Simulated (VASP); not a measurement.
KCl (Sylvite):

```xyz
2
Lattice="0.0000 3.1448 3.1448 3.1448 0.0000 3.1448 3.1448 3.1448 0.0000" Properties=species:S:1:pos:R:3 pbc="T T T"
K     0.0000    0.0000    0.0000
Cl    3.1448    3.1448    3.1448
```

Base run:

* Program: VASP 6.6.1
* Functional: r2SCAN
* Potentials or basis: VASP PAW PBE potentials, release 64 (K_sv, Cl)
* Cutoff: 520 eV
* k mesh: 8 × 8 × 8
* Occupations: gaussian, width 0.01 eV
* Spin: no spin polarisation

Its results: band gap on the k mesh 5.84 eV, direct; pressure 0.0 GPa.

Problem. The run is repeated on the same cell with these changes: functional from r2SCAN to PBE. What comes out?

Solution. Band gap on the k mesh 5.19 eV, direct; pressure 0.8 GPa.

r2SCAN gives the wider gap, since meta-GGAs in the generalised Kohn-Sham scheme recover part of the derivative discontinuity.

Caveats: the PAW data sets were made with another functional, which shifts forces and pressure a little (some runs).

A k mesh can miss the band edges.
